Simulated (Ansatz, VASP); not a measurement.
Cs3C: VASP beside Ansatz

```
CELL_PARAMETERS angstrom
0.00000 4.37689 4.37689
4.37689 0.00000 4.37689
4.37689 4.37689 0.00000
ATOMIC_POSITIONS crystal
Cs 0.25000 0.25000 0.25000
Cs 0.75000 0.75000 0.75000
Cs 0.50000 0.50000 0.50000
C 0.00000 0.00000 0.00000
```

Change from the starting cell: species swapped into the Ta3Ru type (Fm-3m, No. 225).

Alike in both runs: functional PBE; k mesh 10 × 10 × 10; occupations gaussian, width 0.1 eV; collinear spin.

Ansatz relaxed the structure, and its values are those at the end. VASP's run is a single point on that final structure, the one shown.

|  | VASP | Ansatz |
| --- | --- | --- |
| version | VASP 6.6.1 | Ansatz 0.2.0 |
| potentials or method | VASP PAW PBE potentials, release 64 (Cs_sv, C), cutoff 600 eV | scalar-relativistic, plane waves, PAW |
| valence electrons in the cell | 31 | 31 |

|  | VASP | Ansatz | Ansatz less VASP |
| --- | --- | --- | --- |
| gap on the k mesh at the Fermi level (eV) | none | none | - |
| pressure (GPa) | 0.0 | 0.0 | -0.05 |
| net moment per atom (μB) | 0.25 | 0.25 | 0.000 |
| size of the moment on the site where the two differ most (μB) | 0.51 | 1.10 | +0.586 |

Site moments also hang on the region over which each program counts them. A gap of «none» marks a metal or a gap that the smearing closes.

Neither program's run includes spin-orbit coupling.
